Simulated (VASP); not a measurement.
Write the native input for VASP 6.6.1 that does the following.

```
Task                   : single point
Functional             : PBE
Dispersion             : D3(BJ)
Potentials or basis    : VASP PAW PBE potentials, release 64 (O)
Cutoff                 : 520 eV
k mesh                 : 6 × 6 × 6
Occupations            : gaussian, width 0.1 eV
Spin                   : collinear spin, ferromagnetic start
Starting moments       : [1.0, 1.0] μB
Dipole correction      : no
Further INCAR settings : ALGO = Normal; EDIFF = 1e-06; NBANDS = 17
```

The structure of O lies in POSCAR:

```
O
1.0
    1.6749479049      0.9670316238      3.7319995215
   -1.6749479049      0.9670316238      3.7319995215
    0.0000000000     -1.9340632475      3.7319995215
O
2
Direct
    0.9453852800      0.9453852800      0.9453852800
    0.0546147200      0.0546147200      0.0546147200
```

These files were run (other wordings do the same):

INCAR

```
  PREC = Accurate
  ENCUT = 520
  EDIFF = 1E-6
  ISMEAR = 0
  SIGMA = 0.1
  LREAL = F
  LASPH = T
  NELM = 150
  ALGO = Normal
  ISIF = 2
  LWAVE = F
  LCHARG = T
  ISPIN = 2
  MAGMOM = 1 1
  LORBIT = 11
  GGA = PE
  IVDW = 12
  LELF = T
  LVHAR = T
  NBANDS = 17
```

KPOINTS

```
Automatic mesh
0
Gamma
  6 6 6
```

Potentials or basis: VASP PAW PBE potentials, release 64 (O).

Launch:

```bash
$ cat potpaw_PBE.64/O/POTCAR > POTCAR
$ mpirun -np 1 vasp_std > vasp.out
```

Results of the run:

```
Pressure                                              : 1.7 GPa
Largest force                                         : 0.773 eV/Å
Band gap on the k mesh                                : 1.30 eV, indirect (least direct gap 1.36 eV)
Net moment                                            : 2.00 μB per cell
Site moments                                          : O +0.81 μB
Valence electrons inside the program's atomic spheres : O 4.91
Dispersion energy per atom                            : -0.043 eV
```

Caveat: the standard files for N, O and F lose accuracy on very short bonds.

It took 19 s on 1 thread of AMD EPYC 9R45 96-Core Processor (Zen 5) (shared host), peak memory 0.18 GiB.
